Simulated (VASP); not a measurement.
Wanted: the native input for a VASP 6.6.1 run.

```
Task                   : single point
Functional             : PBE
Dispersion             : D3(BJ)
Potentials or basis    : VASP PAW PBE potentials, release 64 (O, H, N)
Cutoff                 : 520 eV
k mesh                 : 1 × 1 × 1
Occupations            : fermi-dirac, width 0.02 eV
Spin                   : no spin polarisation
Dipole correction      : no
Further INCAR settings : LREAL = Auto; ALGO = Normal; EDIFF = 1e-06; NBANDS = 67
```

The structure of H23NO10 lies in POSCAR:

```
H23NO10
1.0
    7.6099360000      0.0000000000      0.0000000000
    0.0000000000      7.6099360000      0.0000000000
    0.0000000000      0.0000000000      7.6099360000
O H N
10 23 1
Direct
    0.4079929187      0.0614722647      0.7578775958
    0.5257205842      0.2301859043      1.0219928262
    0.7392046398      1.0001923801      0.1522746052
    0.6554851447      0.6766942587      0.8252369008
    0.4369287731      0.0222735119      0.4281376348
   -0.2237075318      0.9777611796      0.6194927264
    0.3835906110      0.4474019230      0.2749826017
    0.2358364118      0.7087576032      0.7902825990
    0.1246002595      0.5396760236      0.5769693727
    0.8728325705      0.3555746067      0.5525407835
    0.4233806960      0.1618016236      0.6723446820
    0.4194122001     -0.0436271737      0.6754984536
    0.6245387609      0.2921443755      0.9533720126
    0.5015810908      0.1310523505      0.9319132250
    0.7556962371      1.0635174856      0.0348885983
    0.6873908007      0.8932138194      0.0822214536
    0.5330268218      0.6528307203      0.8553291381
    0.6287700711      0.7437776086      0.7095197647
    0.3829598567     -0.0892648769      0.4305818078
    0.4602009794      0.0299871116      0.3060998148
   -0.2877159545      0.9808229662      0.5084536848
   -0.3257846058      0.9596138522      0.7239876919
    0.4507922274      0.3560476724      0.3498583957
    0.4026709292      0.3941426051      0.1583456155
    0.2290689435      0.8153288017      0.8454604612
    0.1552312661      0.6746968700      0.7021609643
    0.1876888321      0.5411083615      0.4746820473
    0.0747181054      0.4256277582      0.5685724558
    0.8272080081      0.2454028523      0.5524882207
    0.7854599566      0.4290969070      0.6198606664
    0.2139702620      0.7229758568      0.2559679871
    0.0303550516      0.7843167144      0.2801206213
    0.1481747021      0.8880232370      0.1616833571
    0.1497384472      0.8399150794      0.2902652532
```

These files were run (other wordings do the same):

INCAR

```
ALGO = Normal
EDIFF = 1E-6
ENCUT = 520
GGA = PE
ISIF = 2
ISMEAR = -1
IVDW = 12
LASPH = True
LCHARG = False
LREAL = Auto
LWAVE = False
NBANDS = 67
NELM = 80
PREC = Accurate
SIGMA = 0.02
```

KPOINTS

```
k-points
0
Gamma
  1 1 1
```

Potentials or basis: VASP PAW PBE potentials, release 64 (O, H, N).

Launch:

```bash
$ cat potpaw_PBE.64/O/POTCAR potpaw_PBE.64/H/POTCAR potpaw_PBE.64/N/POTCAR > POTCAR
$ mpirun -np 1 vasp_gam > vasp.out
```

Results of the run:

```
Pressure                   : 1.0 GPa
Largest force              : 4.482 eV/Å
Band gap on the k mesh     : 3.76 eV
Dispersion energy per atom : -0.027 eV
```

Caveat: the k points lie up to 0.83 Å⁻¹ apart.

Wall time 84 s on 1 thread of Intel(R) Xeon(R) Platinum 8259CL CPU @ 2.50GHz (Skylake/Cascade Lake), on a shared host, peak memory 0.51 GiB.
